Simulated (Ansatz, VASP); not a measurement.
# MoS2 in VASP and in Ansatz

```
CELL_PARAMETERS angstrom
3.12193 0.00000 0.00000
-1.56097 2.70367 0.00000
0.00000 0.00000 6.76242
ATOMIC_POSITIONS crystal
Mo 0.00000 0.00000 0.00000
S 0.33333 0.66667 0.21071
S 0.33333 0.66667 0.78929
```

Alike in both runs: task single point; functional PBE; dispersion D3(BJ); k mesh 12 × 12 × 4; occupations gaussian, width 0.05 eV; no spin polarisation.

```csv
,VASP,Ansatz
version,VASP 6.6.1,Ansatz 0.2.0
potentials or method,"VASP PAW PBE potentials, release 64 (Mo_sv, S), cutoff 500 eV","scalar-relativistic, plane waves, PAW"
valence electrons in the cell,26,26
```

VASP gave:

* gap on the k mesh at the Fermi level (eV): 0.54
* least direct gap on the mesh (eV): 1.56
* pressure (GPa): 18.1
* traceless stress, the component that is largest in VASP (GPa): 9.00
* rms of the force components (eV/Å): 1.696

Task: What did Ansatz give for the same quantities?

Result: gap on the k mesh at the Fermi level (eV): 0.52; least direct gap on the mesh (eV): 1.56; pressure (GPa): 18.3; traceless stress, the component that is largest in VASP (GPa): 9.08; rms of the force components (eV/Å): 1.711.

Atom by atom the forces differ by 0.015 eV/Å (rms over components).
